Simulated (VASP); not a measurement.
Write the native input for VASP 6.6.1 that does the following.

| Property | Result |
| --- | --- |
| Task | single point |
| Functional | PBE |
| Potentials or basis | VASP PAW PBE potentials, release 64 (Li_sv, H) |
| Cutoff | 520 eV |
| k mesh | 10 × 10 × 10 |
| Occupations | fermi-dirac, width 0.02 eV |
| Spin | no spin polarisation |
| Dipole correction | no |
| Further INCAR settings | ALGO = Normal; EDIFF = 1e-06; NBANDS = 9 |

The structure of LiH lies in POSCAR:

```
LiH
1.0
    0.0000000000      1.9705463247      2.0029948411
    1.9705463247      0.0000000000      2.0029948411
    1.9705463247      1.9705463247      0.0000000000
Li H
1 1
Direct
    0.0000000000      0.0000000000      0.0000000000
    0.5000000000      0.5000000000      0.5000000000
```

This cell differs from its parent crystal: biaxial xy strain -1.6%.

The input as run:

INCAR

```
PREC     = Accurate       # precision mode
ENCUT    = 520            # plane-wave cutoff, eV
EDIFF    = 1E-6           # SCF threshold, eV
ISMEAR   = -1             # smearing method
SIGMA    = 0.02           # smearing width, eV
LREAL    = F              # projectors in reciprocal space
LASPH    = T              # aspherical terms in the spheres
NELM     = 60             # most SCF steps
ALGO     = Normal         # electronic algorithm
ISIF     = 2              # what is computed and relaxed
LWAVE    = F              # write WAVECAR
LCHARG   = F              # write CHGCAR
GGA      = PE             # functional
NBANDS   = 9              # bands
```

KPOINTS

```
Automatic mesh
0
Gamma
  10 10 10
```

Potentials or basis: VASP PAW PBE potentials, release 64 (Li_sv, H).

Command:

```console
$ cat potpaw_PBE.64/Li_sv/POTCAR potpaw_PBE.64/H/POTCAR > POTCAR
$ mpirun -np 1 vasp_std > vasp.out
```

Results of the run:

```yaml
Band_gap_on_the_k_mesh: 2.76 eV (least direct gap 2.89 eV)
```

Caveat: the cell differs from its parent crystal (biaxial xy strain -1.6%).

It took 10 s on 1 thread of Intel(R) Xeon(R) 6975P-C (Granite Rapids) (shared host), peak memory 0.13 GiB.
